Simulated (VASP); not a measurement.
Wanted: the native input for a VASP 6.6.1 run.

```
Task                   : single point
Functional             : r2SCAN
Dispersion             : rVV10
Potentials or basis    : VASP PAW PBE potentials, release 64 (Mo_sv, S)
Cutoff                 : 520 eV
k mesh                 : 12 × 12 × 4
Occupations            : gaussian, width 0.02 eV
Spin                   : no spin polarisation
Dipole correction      : no
Further INCAR settings : ALGO = Normal; EDIFF = 1e-06; NBANDS = 35
```

Crystal: MoS2.

```
Mo S
1.0
     3.17308    0.00000    0.00000
    -1.58654    2.74796    0.00000
     0.00000    0.00000   12.43546
Mo S
2 4
Cartesian
  0.0000 1.8320 3.1089
  1.5865 0.9160 9.3266
  0.0000 1.8320 7.7709
  1.5865 0.9160 1.5531
  0.0000 1.8320 10.8823
  1.5865 0.9160 4.6646
```

These files were run (other wordings do the same):

POSCAR

```
MoS2
1.0
    3.1730760085      0.0000000000      0.0000000000
   -1.5865380043      2.7479644315      0.0000000000
    0.0000000000      0.0000000000     12.4354554994
Mo S
2 4
Direct
    0.3333333333      0.6666666667      0.2500000000
    0.6666666667      0.3333333333      0.7500000000
    0.3333333333      0.6666666667      0.6248963217
    0.6666666667      0.3333333333      0.1248963217
    0.3333333333      0.6666666667      0.8751036783
    0.6666666667      0.3333333333      0.3751036783
```

INCAR.step1

```
SYSTEM = MoS2
ALGO     = Normal         ! electronic algorithm
EDIFF    = 1E-4           ! SCF threshold, eV
ENCUT    = 520            ! plane-wave cutoff, eV
GGA      = PE             ! functional
ISMEAR   = 0              ! smearing method
LASPH    = .True.         ! aspherical terms in the spheres
LCHARG   = .False.        ! write CHGCAR
LREAL    = .False.        ! projectors in reciprocal space
LWAVE    = .True.         ! write WAVECAR
NBANDS   = 35             ! bands
NELM     = 100            ! most SCF steps
PREC     = Accurate       ! precision mode
SIGMA    = 0.02           ! smearing width, eV
```

INCAR.step2

```
SYSTEM = MoS2
ALGO     = Normal         ! electronic algorithm
BPARAM   = 11.95        
CPARAM   = 0.0093       
EDIFF    = 1E-6           ! SCF threshold, eV
ENCUT    = 520            ! plane-wave cutoff, eV
ISIF     = 2              ! what is computed and relaxed
ISMEAR   = 0              ! smearing method
ISTART   = 1            
IVDW_NL  = 2            
LASPH    = .True.         ! aspherical terms in the spheres
LCHARG   = .False.        ! write CHGCAR
LMIXTAU  = .True.       
LREAL    = .False.        ! projectors in reciprocal space
LUSE_VDW = .True.       
LWAVE    = .False.        ! write WAVECAR
METAGGA  = R2SCAN         ! meta-GGA
NBANDS   = 35             ! bands
NELM     = 100            ! most SCF steps
PREC     = Accurate       ! precision mode
SIGMA    = 0.02           ! smearing width, eV
```

KPOINTS

```
k-points
0
Gamma
  12 12 4
  0 0 0
```

Potentials or basis: VASP PAW PBE potentials, release 64 (Mo_sv, S).

Launch:

```console
$ cat potpaw_PBE.64/Mo_sv/POTCAR potpaw_PBE.64/S/POTCAR > POTCAR
$ cp INCAR.step1 INCAR
$ mpirun -np 1 vasp_std > vasp.out
$ cp INCAR.step2 INCAR
$ mpirun -np 1 vasp_std > vasp.out
```

Results of the run:

```
Pressure               : 0.2 GPa
Largest force          : 0.016 eV/Å
Band gap on the k mesh : 1.03 eV (least direct gap 1.75 eV)
```

Caveat: the PAW data sets were made with another functional, which shifts forces and pressure a little.

It took 6.5 min on 1 thread of Intel(R) Xeon(R) Platinum 8488C (Sapphire Rapids) (shared host), peak memory 0.55 GiB.
